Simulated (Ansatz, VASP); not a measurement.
**LiCl: VASP beside Ansatz**

```
CELL_PARAMETERS angstrom
0.00000 2.57413 2.57413
2.57413 0.00000 2.57413
2.57413 2.57413 0.00000
ATOMIC_POSITIONS crystal
Li 0.00000 0.00000 0.00000
Cl 0.50000 0.50000 0.50000
```

Alike in both runs: functional PBE; k mesh 8 × 8 × 8; occupations gaussian, width 0.02 eV; no spin polarisation.

Ansatz relaxed the structure, and its values are those at the end. VASP's run is a single point on that final structure, the one shown.

|  | VASP | Ansatz |
| --- | --- | --- |
| version | VASP 6.6.1 | Ansatz 0.2.0 |
| potentials or method | VASP PAW PBE potentials, release 64 (Li_sv, Cl), cutoff 520 eV | scalar-relativistic, plane waves, PAW |
| valence electrons in the cell | 10 | 10 |

|  | VASP | Ansatz | Ansatz less VASP |
| --- | --- | --- | --- |
| gap on the k mesh at the Fermi level (eV) | 6.28 | 6.27 | -0.012 |
| least direct gap on the mesh (eV) | 6.28 | 6.27 | -0.012 |

Noted on VASP's run: the cutoff is short for stress, so the pressure is rough.
